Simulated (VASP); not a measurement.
Runs of VASP 6.6.1 on Ta2C. The structure is that of space group P-3m1 (No. 164), or close to it. The cells are those of the table. 

```tsv
cell	gap on the mesh (eV)	pressure (GPa)	largest force (eV/Å)
a = 2.863, b = 2.863, c = 4.921 Å, angles 90.0, 90.0, 120.0°, 3 atoms	none	63.2	1.66
a = 3.501, b = 3.501, c = 4.921 Å, angles 90.0, 90.0, 120.0°, 3 atoms	none	-40.6	1.28
a = 3.327, b = 3.327, c = 4.921 Å, angles 90.0, 90.0, 120.0°, 3 atoms	none	(b)	0.85
a = 3.211, b = 3.211, c = 4.921 Å, angles 90.0, 90.0, 120.0°, 3 atoms	none	-17.7	0.46
a = 3.444, b = 3.444, c = 4.921 Å, angles 90.0, 90.0, 120.0°, 3 atoms	none	(a)	1.15
a = 2.979, b = 2.979, c = 4.921 Å, angles 90.0, 90.0, 120.0°, 3 atoms	none	26.6	0.73
```

Alike in all rows: task single point; level PBEsol; potentials or basis VASP PAW PBE potentials, release 64 (Ta_pv, C); no spin polarisation; k mesh 18 × 18 × 10; cutoff (eV) 520; smearing gaussian 0.15 eV.

**Question.** Fill in the values left out.

**Answer.** (a) -37.9; (b) -29.9.

Caveats: the PAW data sets were made with another functional, which shifts forces and pressure a little; spin-orbit coupling is left out, which moves the levels of the heavy elements; the stress differs along the axes, from 38 to 76 GPa (at least some runs); the stress differs along the axes, from -49 to -25 GPa (at least some runs); the stress differs along the axes, from -36 to -18 GPa (at least some runs); the stress differs along the axes, from -21 to -10 GPa (at least some runs); the stress differs along the axes, from -45 to -23 GPa (at least some runs).

A k mesh can miss the band edges, and the runs leave out spin-orbit coupling on Ta.

A gap of «none» marks levels without a gap at the run's occupations.
